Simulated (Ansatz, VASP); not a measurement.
**Two plane-wave programs on Al**

```
Al
1.0
     0.00000    1.92278    1.97338
     1.92278    0.00000    1.97338
     1.92278    1.92278    0.00000
Al
1
Direct
  0.00000 0.00000 0.00000
```

Change from the starting cell: strain -0.050 along x and y, -0.025 along z, atoms carried along.

Alike in both runs: task single point; functional PBE; k mesh 20 × 20 × 20; occupations gaussian, width 0.15 eV; no spin polarisation.

|  | VASP | Ansatz |
| --- | --- | --- |
| version | VASP 6.6.1 | Ansatz 0.2.0 |
| potentials or method | VASP PAW PBE potentials, release 64 (Al), cutoff 520 eV | scalar-relativistic, plane waves, PAW |
| valence electrons in the cell | 3 | 3 |

```csv
,VASP,Ansatz,Ansatz less VASP
gap on the k mesh at the Fermi level (eV),none,none,-
pressure (GPa),12.6,12.6,+0.03
"traceless stress, the component that is largest in VASP (GPa)",-1.51,-1.51,-0.006
```

A gap of «none» marks a metal or a gap that the smearing closes. With one functional, cell and mesh, what is left measures potentials, basis and numerics.
